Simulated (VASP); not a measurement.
Wanted: the native input for a VASP 6.6.1 run.

* Task: relaxation of cell and atoms
* Functional: r2SCAN
* Potentials or basis: VASP PAW PBE potentials, release 64 (Mg, S)
* Cutoff: 600 eV
* k mesh: 8 × 8 × 8
* Occupations: fermi-dirac, width 0.02 eV
* Spin: no spin polarisation
* Dipole correction: no
* Further INCAR settings: ALGO = Normal; EDIFF = 1e-07; IBRION = 2; EDIFFG = -0.005; NSW = 80; ISIF = 3

The system is MgS.

```
Mg S
1.0
     0.00000    2.61481    2.61481
     2.61481    0.00000    2.61481
     2.61481    2.61481    0.00000
Mg S
1 1
Direct
  0.00000 0.00000 0.00000
  0.50000 0.50000 0.50000
```

The input as run:

POSCAR

```
MgS
1.0
    0.0000000000      2.6148134587      2.6148134587
    2.6148134587      0.0000000000      2.6148134587
    2.6148134587      2.6148134587      0.0000000000
Mg S
1 1
Direct
    0.0000000000      0.0000000000      0.0000000000
    0.5000000000      0.5000000000      0.5000000000
```

INCAR.step1

```
PREC = Accurate ; ENCUT = 600
ISMEAR = -1 ; SIGMA = 0.02
LREAL = F ; LASPH = T
NELM = 80 ; GGA = PE
ALGO = Normal ; EDIFF = 1E-4
LWAVE = T ; LCHARG = F
```

INCAR.step2

```
PREC = Accurate ; ENCUT = 600
EDIFF = 1E-7 ; ISMEAR = -1
SIGMA = 0.02 ; LREAL = F
LASPH = T ; NELM = 80
ALGO = Normal ; ISIF = 3
LWAVE = F ; LCHARG = F
METAGGA = R2SCAN ; LMIXTAU = T
IBRION = 2 ; NSW = 80
EDIFFG = -0.005 ; ISTART = 1
```

KPOINTS

```
regular mesh
0
Gamma
  8 8 8
```

Potentials or basis: VASP PAW PBE potentials, release 64 (Mg, S).

Launch:

```bash
$ cat potpaw_PBE.64/Mg/POTCAR potpaw_PBE.64/S/POTCAR > POTCAR
$ cp INCAR.step1 INCAR
$ mpirun -np 1 vasp_std > vasp.out
$ cp INCAR.step2 INCAR
$ mpirun -np 1 vasp_std > vasp.out
```

Results of the run:

```yaml
Relaxed_volume: 17.52 Å³/atom
Relaxed_cell: a = 3.673 Å, b = 3.673 Å, c = 3.673 Å, α = 60.00°, β = 60.00°, γ = 60.00°
Space_group_after_relaxing_to_0.1_Å: Fm-3m (No. 225)
Energy_gained_by_relaxing: 1.9 meV/atom
Ionic_steps: 4
Pressure_after_relaxing: 0.0 GPa
Band_gap_on_the_k_mesh: 3.44 eV (least direct gap 4.66 eV)
```

Caveat: the PAW data sets were made with another functional, which shifts forces and pressure a little.

Run time: 120 s on 1 thread of Intel(R) Xeon(R) 6975P-C (Granite Rapids), with other jobs on the host, peak memory 0.18 GiB.
